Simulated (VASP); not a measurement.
## Si10H4Cl: single point with PBE

Slab: Si10H4Cl, a slab with vacuum.

```
CELL_PARAMETERS angstrom
7.67918 0.00000 0.00000
0.00000 7.67918 0.00000
0.00000 0.00000 17.25550
ATOMIC_POSITIONS crystal
H 0.40939 0.00000 0.05795
H 0.09061 0.00000 0.05795
H 0.90939 0.00000 0.05795
H 0.59061 0.00000 0.05795
H 0.40939 0.50000 0.05795
H 0.09061 0.50000 0.05795
H 0.90939 0.50000 0.05795
H 0.59061 0.50000 0.05795
Si 0.25000 0.00000 0.10811
Si 0.75000 0.00000 0.10811
Si 0.25000 0.50000 0.10811
Si 0.75000 0.50000 0.10811
Si 0.23375 0.24031 0.19298
Si 0.73052 0.25261 0.19212
Si 0.21825 0.74253 0.20043
Si 0.75950 0.75065 0.18617
Si 0.98482 0.26791 0.26844
Si 0.47096 0.26852 0.27823
Si 0.01158 0.77400 0.29804
Si 0.48780 0.78088 0.25567
Si 0.00056 0.04303 0.36215
Si 0.47515 0.01298 0.34284
Si 0.94688 0.50948 0.35802
Si 0.44868 0.52240 0.36085
Si 0.24609 0.07578 0.44948
Si 0.71935 0.08062 0.41638
Si 0.18101 0.35921 0.41036
Si 0.69058 0.39714 0.43423
Cl 0.71859 0.91222 0.51125
Cl 0.66109 0.44190 0.54405
```

| Property | Result |
| --- | --- |
| Program | VASP 6.6.1 |
| Task | single point |
| Functional | PBE |
| Potentials or basis | VASP PAW PBE potentials, release 64 (H, Si, Cl) |
| Cutoff | 520 eV |
| k mesh | 2 × 2 × 1 |
| Occupations | fermi-dirac, width 0.05 eV |
| Spin | no spin polarisation |

| Item | Value |
| --- | --- |
| Largest force | 3.562 eV/Å |
| Band gap on the k mesh | 0.55 eV, indirect (least direct gap 0.66 eV) |

Forces in eV/Å, atoms in the order of the input:
```
H   -0.500 -0.093  0.218
H    0.655  0.065 -0.090
H   -0.591  0.161  0.006
H    0.624 -0.074 -0.047
H   -0.526  0.246  0.170
H    0.673  0.082 -0.079
H   -0.598 -0.044  0.025
H    0.605  0.183 -0.027
Si  -0.903 -0.668  1.121
Si   0.014  0.433  0.524
Si  -0.789 -0.563  1.298
Si   0.015 -0.445  0.442
Si   0.624  1.277 -1.013
Si  -0.339  0.223 -0.239
Si   1.018  0.364 -1.821
Si   0.009  0.311  1.140
Si  -0.426 -0.263 -0.058
Si   0.517  0.550 -1.222
Si  -1.324 -0.126 -1.315
Si   0.374 -1.236  1.272
Si  -0.067  0.217  0.184
Si  -0.335  0.236  0.939
Si  -0.538 -0.783  0.691
Si  -0.045 -0.636 -0.443
Si  -0.062 -0.437 -0.402
Si   0.505 -0.049 -0.315
Si   1.435  0.528 -0.741
Si  -0.022 -0.226 -3.555
Cl  -0.035  0.129  0.474
Cl   0.034  0.636  2.861
```

Levels at points of the mesh, in eV from the valence-band top:
```tsv
k point	band 47	band 48	band 49	band 50	band 51	band 52	band 53	band 54	band 55	band 56
(0.00, 0.00, 0.00)	-0.64	-0.57	-0.33	-0.16	-0.12	0.55	0.90	1.26	1.37	1.64
(0.50, 0.00, 0.00)	-1.05	-0.93	-0.58	-0.42	-0.09	0.86	1.41	1.70	1.85	1.99
(0.00, 0.50, 0.00)	-1.17	-0.89	-0.44	-0.27	0.00	0.68	1.26	1.48	1.74	1.93
(0.50, 0.50, 0.00)	-1.28	-1.22	-0.99	-0.90	-0.24	1.02	1.40	1.86	1.99	2.11
```

It took 12 min on 1 thread of AMD EPYC 7R43 64-Core Processor (Zen 3), with other jobs on the host, peak memory 0.9 GiB.
